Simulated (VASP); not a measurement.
# Se (P3_121) in VASP: settings compared

Aim: see how the results for Se move with the level of theory and the settings. Levels: PBEsol-based screened hybrid with 25 % exact exchange, HSE06, PBE, r2SCAN. Tasks: single point.

Everything below comes from runs of VASP 6.6.1. Logs are shortened: lines on timing, memory, paths and dates and some standing lists are left out, and cuts for length are marked.

### 1 The cell of the first run

It takes space group P3_121 (No. 152, trigonal). Conventional cell: a = 4.366 Å, b = 4.366 Å, c = 4.954 Å, α = 90.00°, β = 90.00°, γ = 120.00°. Within 3.1 Å of Se (site symmetry 2) lie 2 Se at 2.37 Å.

### 2 Single point, PBEsol-based screened hybrid with 25 % exact exchange

File POSCAR:

```
Se
1.0
    4.3662000000      0.0000000000      0.0000000000
   -2.1831000000      3.7812401180      0.0000000000
    0.0000000000      0.0000000000      4.9536000000
Se
3
Direct
    0.7746000000      0.7746000000      0.0000000000
    0.0000000000      0.2254000000      0.6666666667
    0.2254000000      0.0000000000      0.3333333333
```

File INCAR.step1:

```
  PREC = Accurate
  ENCUT = 520
  EDIFF = 1E-5
  ISMEAR = -1
  SIGMA = 0.05
  LREAL = F
  LASPH = T
  NELM = 100
  ALGO = Normal
  ISIF = 2
  LWAVE = T
  LCHARG = F
  NBANDS = 16
  GGA = PE
```

File INCAR.step2:

```
  PREC = Accurate
  ENCUT = 520
  EDIFF = 1E-6
  ISMEAR = -1
  SIGMA = 0.05
  LREAL = F
  LASPH = T
  NELM = 100
  ALGO = Normal
  ISIF = 2
  LWAVE = F
  LCHARG = F
  GGA = PS
  LHFCALC = T
  AEXX = 0.25
  HFSCREEN = 0.207
  PRECFOCK = Normal
  NBANDS = 16
  ISTART = 1
```

File KPOINTS:

```
Automatic mesh
0
Gamma
  4 4 3
```

Potentials or basis: VASP PAW PBE potentials, release 64 (Se).

Launch:

```sh
cat potpaw_PBE.64/Se/POTCAR > POTCAR
cp INCAR.step1 INCAR
mpirun -np 1 vasp_std > vasp.out
cp INCAR.step2 INCAR
mpirun -np 1 vasp_std > vasp.out
```

OUTCAR:

```text
PREC = Accurate
   ENCUT = 520
   EDIFF = 1E-6
   ISMEAR = -1
   LREAL = F
   LASPH = T
   NELM = 100
   ISIF = 2
   GGA = PS
   LHFCALC = T
   AEXX = 0.25
   HFSCREEN = 0.207
   PRECFOCK = Normal
   ISTART = 1

 ion  position               nearest neighbor table
   1  0.775  0.775  0.000-   2 2.37   3 2.37
   2  0.000  0.225  0.667-   1 2.37   3 2.37
   3  0.225  0.000  0.333-   1 2.37   2 2.37

  LATTYP: Found a hexagonal cell.
 ALAT       =     4.3662000000
 C/A-ratio  =     1.1345334616

  Lattice vectors:

 A1 = (   4.3662000000,   0.0000000000,   0.0000000000)
 A2 = (  -2.1831000000,   3.7812401180,   0.0000000000)
 A3 = (   0.0000000000,   0.0000000000,   4.9536000000)

Analysis of symmetry for initial positions (statically):
=====================================================================
 Subroutine PRICEL returns:
 Original cell was already a primitive cell.

 Routine SETGRP: Setting up the symmetry group for a
 hexagonal supercell.

 Subroutine GETGRP returns: Found  6 space group operations
 (whereof  2 operations were pure point group operations)
 out of a pool of 24 trial point group operations.

The static configuration has the point symmetry C_2 .
 The point group associated with its full space group is D_3 .

Analysis of symmetry for dynamics (positions and initial velocities):
=====================================================================
 Subroutine PRICEL returns:
 Original cell was already a primitive cell.

 Routine SETGRP: Setting up the symmetry group for a
 hexagonal supercell.

 Subroutine GETGRP returns: Found  6 space group operations
 (whereof  2 operations were pure point group operations)
 out of a pool of 24 trial point group operations.

The dynamic configuration has the point symmetry C_2 .
 The point group associated with its full space group is D_3 .

 Subroutine INISYM returns: Found  6 space group operations
 (whereof  2 operations are pure point group operations),
 and found     1 'primitive' translations

----------------------------------------------------------------------------------------

                                     Primitive cell

  volume of cell :      81.7822

  direct lattice vectors                    reciprocal lattice vectors
     4.366200000  0.000000000  0.000000000     0.229032110  0.132231751  0.000000000
    -2.183100000  3.781240118  0.000000000     0.000000000  0.264463501  0.000000000
     0.000000000  0.000000000  4.953600000     0.000000000  0.000000000  0.201873385

  length of vectors
     4.366200000  4.366200000  4.953600000     0.264463501  0.264463501  0.201873385

  position of ions in fractional coordinates (direct lattice)
     0.774600000  0.774600000  0.000000000
     0.000000000  0.225400000  0.666666667
     0.225400000  0.000000000  0.333333333

  ion indices of the primitive-cell ions
   primitive index   ion index
                 1           1
                 2           2
                 3           3

----------------------------------------------------------------------------------------

 KPOINTS: Automatic mesh

Automatic generation of k-mesh.
 Grid dimensions read from file:
 generate k-points for:    4    4    3

 Generating k-lattice:

  Cartesian coordinates                     Fractional coordinates (reciprocal lattice)
     0.057258028  0.033057938  0.000000000     0.250000000  0.000000000  0.000000000
     0.000000000  0.066115875  0.000000000     0.000000000  0.250000000  0.000000000
     0.000000000  0.000000000  0.067291128     0.000000000  0.000000000  0.333333333

  Length of vectors
     0.066115875  0.066115875  0.067291128

  Shift w.r.t. Gamma in fractional coordinates (k-lattice)
     0.000000000  0.000000000  0.000000000

 Subroutine IBZKPT returns following result:
 ===========================================

 Found      9 irreducible k-points:

 Following reciprocal coordinates:
            Coordinates               Weight
  0.000000  0.000000  0.000000      1.000000
  0.250000  0.000000  0.000000      6.000000
  0.500000  0.000000  0.000000      3.000000
  0.250000  0.250000  0.000000      6.000000
  0.000000  0.000000  0.333333      2.000000
  0.250000  0.000000  0.333333      6.000000
  0.000000  0.250000  0.333333      6.000000
  0.500000  0.000000  0.333333      6.000000
  0.250000  0.250000  0.333333     12.000000
   k-points           NKPTS =      9   k-points in BZ     NKDIM =     48   number of bands    NBANDS=     16
   number of dos      NEDOS =    301   number of ions     NIONS =      3
   total plane-waves  NPLWV =  40960
   dimension x,y,z NGX =    32 NGY =   32 NGZ =   40
   dimension x,y,z NGXF=    64 NGYF=   64 NGZF=   80
   ions per type =               3
   NGX,Y,Z   is equivalent  to a cutoff of  12.18, 12.18, 13.42 a.u.
   NGXF,Y,Z  is equivalent  to a cutoff of  24.37, 24.37, 26.85 a.u.
 SYSTEM =  unknown system
   PREC   = accura    normal or accurate (medium, high low for compatibility)
   ISTART =      1    job   : 0-new  1-cont  2-samecut
   ICHARG =      0    charge: 1-file 2-atom 10-const
   ISPIN  =      1    spin polarized calculation?
   LNONCOLLINEAR =      F non collinear calculations
   LSORBIT =      F    spin-orbit coupling
   LASPH  =      T    aspherical Exc in radial PAW
   ENCUT  =  520.0 eV  38.22 Ry    6.18 a.u.   8.12  8.12  9.21*2*pi/ulx,y,z
   NELM   =    100;   NELMIN=  2; NELMDL=  0     # of ELM steps
   EDIFF  = 0.1E-05   stopping-criterion for ELM
   LREAL  =      F    real-space projection
   EDIFFG = 0.1E-04   stopping-criterion for IOM
   NSW    =      0    number of steps for IOM
   IBRION =     -1    ionic relax: 0-MD 1-quasi-New 2-CG
   NFREE  =      0    steps in history (QN), initial steepest desc. (CG)
   ISIF   =      2    stress and relaxation
   ISYM   =      3    0-nonsym 1-usesym 2-fastsym
   POTIM  = 0.5000    time-step for ionic-motion
   TEBEG  =    0.0;   TEEND  =   0.0 temperature during run
   PSTRESS=    0.0 pullay stress
   NELECT =      18.0000    total number of electrons
   NUPDOWN=      -1.0000    fix difference up-down
   EMIN   =  10.00;   EMAX   =-10.00  energy-range for DOS
   EFERMI =   0.00;   METHOD = LEGACY
   ISMEAR =    -1;   SIGMA  =   0.05  broadening in eV -4-tet -1-fermi 0-gaus
   EFERMI_NEDOS =   21; number of points for ismear=-14 and -15
   IALGO  =     38    algorithm
   IMIX   =      1    mixing-type and parameters
     AMIX     =   0.40;   BMIX     =  1.00
     AMIX_MAG =   1.60;   BMIX_MAG =  1.00
  volume/ion in A,a.u.               =      27.26       183.96
  Fermi-wavevector in a.u.,A,eV,Ry     =   0.988430  1.867862 13.292817  0.976995
  Thomas-Fermi vector in A             =   2.119956
   LORBIT       =      0    0 simple, 1 ext, 2 COOP (PROOUT), +10 PAW based schemes
   GGA     = PS    functional components
   LHFCALC =     T    Hartree Fock is set to
   PRECFOCK=normal    Normal, Fast or Accurate (Low or Medium for compatibility)
   ENCUT4O =  -1.0   cutoff for four orbital integrals eV
   NKREDX  =     1    reduce k-point grid by
   NKREDY  =     1    reduce k-point grid by
   NKREDZ  =     1    reduce k-point grid by
   AEXX    =    0.2500 exact exchange contribution
   HFSCREEN=    0.2070 screening length (either q_TF or 0.3 A-1)
   HFSCREENC=   0.2070 screening length for correlation (either q_TF or 0.3 A-1)
   ENCUTFOCK=  -1.0 apply spherical cutoff to Coloumb kernel
   IVDW    =     0    specifies the selected vdW correction
   LEPSILON=     F    determine dielectric tensor
   LRPA    =     F    only Hartree local field effects (RPA)
 non-spin polarized calculation
  energy-cutoff  :      520.00
  volume of cell :       81.78
 maximum number of plane-waves:      2206
  NGX = 28; NGY = 28; NGZ = 28

 number of electron      18.0000001 magnetization

 Free energy of the ion-electron system (eV)
  ---------------------------------------------------
  ext. energy  EPLUGINS =         0.00000000
  ---------------------------------------------------
  free energy    TOTEN  =       -13.93902609 eV

  energy without entropy =      -13.93902609  energy(sigma->0) =      -13.93902609

 E-fermi :   2.8862     XC(G=0):  -7.5241

 val. band max:        1.7325544964   @ k =   0.2500   0.2500   0.3333
 cond. band min:       4.0707425110   @ k =   0.0000   0.0000   0.3333
 fundamental gap:      2.3381880145
 Fermi energy:         2.8862491881

 k-point     1 :       0.0000    0.0000    0.0000
  band No.  band energies     occupation
      1     -15.2773      2.00000
      2     -10.6928      2.00000
      3     -10.6928      2.00000
      4      -1.9886      2.00000
      5      -1.9886      2.00000
      6      -1.9726      2.00000
[... 8 lines left out ...]
     15       9.3123      0.00000
     16      11.3983      0.00000

 k-point     2 :       0.2500    0.0000    0.0000
  band No.  band energies     occupation
      1     -15.0309      2.00000
      2     -10.9311      2.00000
      3     -10.6663      2.00000
      4      -3.1919      2.00000
      5      -2.5947      2.00000
      6      -1.8287      2.00000
[... 8 lines left out ...]
     15      10.9111      0.00000
     16      11.8527      0.00000

 k-point     3 :       0.5000    0.0000    0.0000
  band No.  band energies     occupation
      1     -14.7339      2.00000
      2     -11.2579      2.00000
      3     -10.6383      2.00000
      4      -3.5320      2.00000
      5      -2.9818      2.00000
      6      -1.7129      2.00000
[... 8 lines left out ...]
     15      12.7704      0.00000
     16      12.8106      0.00000

 k-point     4 :       0.2500    0.2500    0.0000
  band No.  band energies     occupation
      1     -14.7389      2.00000
      2     -11.0965      2.00000
      3     -10.8105      2.00000
      4      -3.3711      2.00000
      5      -3.2115      2.00000
      6      -1.4262      2.00000
[... 8 lines left out ...]
     15      11.7724      0.00000
     16      12.3622      0.00000
[... 39 lines left out ...]
 k-point     7 :       0.0000    0.2500    0.3333
  band No.  band energies     occupation
      1     -14.4717      2.00000
      2     -12.9239      2.00000
      3      -9.0416      2.00000
      4      -3.5455      2.00000
      5      -2.7480      2.00000
      6      -1.7638      2.00000
[... 8 lines left out ...]
     15      10.4896      0.00000
     16      11.4848      0.00000

 k-point     8 :       0.5000    0.0000    0.3333
  band No.  band energies     occupation
      1     -14.2090      2.00000
      2     -12.7732      2.00000
      3      -9.5976      2.00000
      4      -4.0734      2.00000
      5      -3.1332      2.00000
      6      -2.1235      2.00000
[... 8 lines left out ...]
     15      12.1823      0.00000
     16      12.2260      0.00000

 k-point     9 :       0.2500    0.2500    0.3333
  band No.  band energies     occupation
      1     -14.2112      2.00000
      2     -12.7743      2.00000
      3      -9.5740      2.00000
      4      -3.8925      2.00000
      5      -3.4478      2.00000
      6      -2.3439      2.00000
[... 8 lines left out ...]
     15      11.3723      0.00000
     16      11.9249      0.00000

------------------------ aborting loop because EDIFF is reached ----------------------------------------

  FORCE on cell =-STRESS in cart. coord.  units (eV):
  Direction    XX          YY          ZZ          XY          YZ          ZX
  --------------------------------------------------------------------------------------
  -------------------------------------------------------------------------------------
  Total       -0.4698363     -0.4698363     -0.8546196     -0.0000000      0.0000000      0.0000000
  in kB       -9.2044596     -9.2044596    -16.7426666     -0.0000000      0.0000000      0.0000000
  external PRESSURE =     -11.7171953 kB  Pullay stress =       0.0000000 kB

 VOLUME and BASIS-vectors are now :
 -----------------------------------------------------------------------------
  energy-cutoff  :      520.00
  volume of cell :       81.78
      direct lattice vectors                 reciprocal lattice vectors
     4.366200000  0.000000000  0.000000000     0.229032110  0.132231751  0.000000000
    -2.183100000  3.781240118  0.000000000     0.000000000  0.264463501  0.000000000
     0.000000000  0.000000000  4.953600000     0.000000000  0.000000000  0.201873385

 POSITION                                       TOTAL-FORCE (eV/Angst)
 -----------------------------------------------------------------------------------
      1.69103      2.92895      0.00000         0.123650      0.214168     -0.000000
     -0.49207      0.85229      3.30240         0.123650     -0.214168     -0.000000
      0.98414      0.00000      1.65120        -0.247300      0.000000      0.000000
 -----------------------------------------------------------------------------------
    total drift:                                0.000000      0.000000      0.000000

  FREE ENERGIE OF THE ION-ELECTRON SYSTEM (eV)
  ---------------------------------------------------
  free  energy   TOTEN  =       -13.9390260871 eV

  energy  without entropy=      -13.9390260870  energy(sigma->0) =      -13.93902609
```

It took 18 min on 1 thread of Intel Xeon 8259CL, shared host; peak memory 0.3 GiB.

Results:

```
Free energy            : -13.9390 eV
Pressure               : -1.2 GPa
Largest force          : 0.247 eV/Å
Band gap on the k mesh : 2.34 eV (least direct gap 2.75 eV)
```

Forces in eV/Å, atoms in the order of the input:
```
Se   0.124  0.214  0.000
Se   0.124 -0.214  0.000
Se  -0.247  0.000  0.000
```

Caveat: the k points lie up to 0.42 Å⁻¹ apart; the PAW data sets were made with another functional, which shifts forces and pressure a little; an odd mesh through Γ misses points on the zone boundary, where band edges can lie.

(Part 1 of 2 ends here.)
